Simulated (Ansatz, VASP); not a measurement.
One calculation of Ta2SiO3, two programs

The input INCAR:

```
SYSTEM = Ta2SiO3
PREC = Accurate
ENCUT = 520
EDIFF = 1E-6
ISMEAR = 0
SIGMA = 0.1
LREAL = .False.
LASPH = .True.
NELM = 60
ALGO = Normal
ISIF = 2
LWAVE = .False.
LCHARG = .False.
GGA = PE
NBANDS = 31
```

File KPOINTS:

```
Automatic mesh
0
Gamma
  6 6 14
  0 0 0
```

File POSCAR:

```
Ta2SiO3
1.0
    6.5843809812      0.0000000000      0.0000000000
   -3.2921904906      5.7022411979      0.0000000000
    0.0000000000      0.0000000000      2.8787029560
Ta Si O
2 1 3
Direct
    0.3333333333      0.6666666667      0.5000000000
    0.6666666667      0.3333333333      0.5000000000
    0.0000000000      0.0000000000      0.0000000000
    0.5000000000      0.0000000000      0.5000000000
    0.0000000000      0.5000000000      0.5000000000
    0.5000000000      0.5000000000      0.5000000000
```

Input for Ansatz:

```yaml
crystal:
  lattice:
    - [6.5843809812, 0.0, 0.0]
    - [-3.2921904906, 5.7022411979, 0.0]
    - [0.0, 0.0, 2.878702956]
  atoms:
    - { symbol: Ta, position: [0.3333333333, 0.6666666667, 0.5] }
    - { symbol: Ta, position: [0.6666666667, 0.3333333333, 0.5] }
    - { symbol: Si, position: [0.0, 0.0, 0.0] }
    - { symbol: O, position: [0.5, 0.0, 0.5] }
    - { symbol: O, position: [0.0, 0.5, 0.5] }
    - { symbol: O, position: [0.5, 0.5, 0.5] }
basis:
  ecutwfc: 420
kpoints:
  mp_grid: { grid: [6, 6, 14] }
  band_path:
    path:
      - [[0.0, 0.0, 0.0], [0.5, 0.0, 0.0], [0.33333333, 0.33333333, 0.0], [0.0, 0.0, 0.0], [0.0, 0.0, 0.5], [0.5, 0.0, 0.5], [0.33333333, 0.33333333, 0.5], [0.0, 0.0, 0.5]]
      - [[0.5, 0.0, 0.5], [0.5, 0.0, 0.0]]
      - [[0.33333333, 0.33333333, 0.5], [0.33333333, 0.33333333, 0.0]]
    npoints: 14
hamiltonian:
  xc: pbe
scf:
  occupations: { method: gaussian, width: 0.1 }
  n_extra_bands: 15
output:
  forces: true
  stress: true
  eigenvalues: true
  populations: true
  dos: { projected: true, de: 0.02, nscf_kmesh: { grid: [8, 8, 17] } }
  bader: true
  write_density: true
  write_potential: true
  elf: true
  volumetric_format: npy
checkpoint:
  read: start.run
  write: ck
  compress: false
  write_wavefunctions: false
  write_every: 100000
```

Alike in both runs: task single point; functional PBE; k mesh 6 × 6 × 14; occupations gaussian, width 0.1 eV; no spin polarisation.

```csv
,VASP,Ansatz
version,VASP 6.6.1,Ansatz 0.2.0
potentials or method,"VASP PAW PBE potentials, release 64 (Ta_pv, Si, O), cutoff 520 eV","scalar-relativistic, plane waves, PAW"
valence electrons in the cell,44,48
```

VASP gave:

| Quantity | Value |
| --- | --- |
| gap on the k mesh at the Fermi level (eV) | none |
| pressure (GPa) | 0.5 |
| traceless stress, the component that is largest in VASP (GPa) | -0.61 |

Task: Estimate Ansatz's values.

Result: gap on the k mesh at the Fermi level (eV): none; pressure (GPa): 0.0; traceless stress, the component that is largest in VASP (GPa): 0.01.

A gap of «none» marks a metal or a gap that the smearing closes. VASP's potentials hold 44 valence electrons a cell and Ansatz's 48, so a difference there can come from the potentials and not from the codes.

Neither program's run includes spin-orbit coupling.
